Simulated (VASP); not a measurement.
Crystal: Se.

```
Se
1.0
     5.46613    3.15587    1.44656
    -5.46613    3.15587    1.44656
     0.00000   -6.31175    1.44656
Se
6
Direct
  0.83056 0.70287 0.08050
  0.70287 0.08050 0.83056
  0.08050 0.83056 0.70287
  0.16944 0.29713 0.91950
  0.29713 0.91950 0.16944
  0.91950 0.16944 0.29713
```

This cell differs from its parent crystal: strain -2.8%.

Base run:

* Program: VASP 6.6.1
* Functional: PBE
* Potentials or basis: VASP PAW PBE potentials, release 64 (Se)
* Cutoff: 520 eV
* k mesh: 6 × 6 × 6
* Occupations: fermi-dirac, width 0.02 eV
* Spin: no spin polarisation

Its results: band gap on the k mesh 1.24 eV (least direct gap 1.27 eV); pressure 4.3 GPa; largest force 0.396 eV/Å.

Task: The run is repeated on the same cell with these changes: functional from PBE to r2SCAN; occupations from fermi-dirac, width 0.02 eV to gaussian, width 0.01 eV. What comes out?

Result: Band gap on the k mesh 1.52 eV (least direct gap 1.56 eV); pressure 2.8 GPa; largest force 0.039 eV/Å.

Caveats: the cell stands under pressure (at least some runs); this functional lacks dispersion, which holds the molecules together, so the pressure and a relaxed volume are unreliable (at least some runs); the PAW data sets were made with another functional, which shifts forces and pressure a little (at least some runs).

A k mesh can miss the band edges.
